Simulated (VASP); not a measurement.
Input of a VASP 6.6.1 run:

INCAR

```
PREC     = Accurate       # precision mode
ENCUT    = 600            # plane-wave cutoff, eV
EDIFF    = 1E-6           # SCF threshold, eV
ISMEAR   = -5             # smearing method
SIGMA    = 0.1            # smearing width, eV
LREAL    = False          # projectors in reciprocal space
LASPH    = True           # aspherical terms in the spheres
NELM     = 120            # most SCF steps
ALGO     = Normal         # electronic algorithm
ISIF     = 2              # what is computed and relaxed
LWAVE    = False          # write WAVECAR
LCHARG   = False          # write CHGCAR
NBANDS   = 15             # bands
GGA_COMPAT= False
```

The input KPOINTS:

```
Automatic mesh
0
Gamma
  2 9 7
```

POSCAR

```
KF
1.0
    0.0000000000      2.6544134050      2.6544134050
    2.6544134050      0.0000000000      2.6544134050
    2.6544134050      2.6544134050      0.0000000000
K F
1 1
Direct
    0.0650525587     -0.0528212837     -0.0054341314
    0.4938159181      0.5443101110      0.4280674886
```

Potentials or basis: VASP PAW LDA potentials, release 64 (K_sv, F).

Command:

```console
$ cat potpaw_LDA.64/K_sv/POTCAR potpaw_LDA.64/F/POTCAR > POTCAR
$ mpirun -np 1 vasp_std > vasp.out
```

(1) What does it give for the pressure?

(2) Estimate the largest force.

(3) Predict the band gap on the k mesh.

## Answers

(1) -0.3 GPa.

(2) 0.929 eV/Å.

(3) 5.86 eV (least direct gap 5.89 eV).

Caveat: the k points lie up to 0.84 Å⁻¹ apart; an odd mesh through Γ misses points on the zone boundary, where band edges can lie.
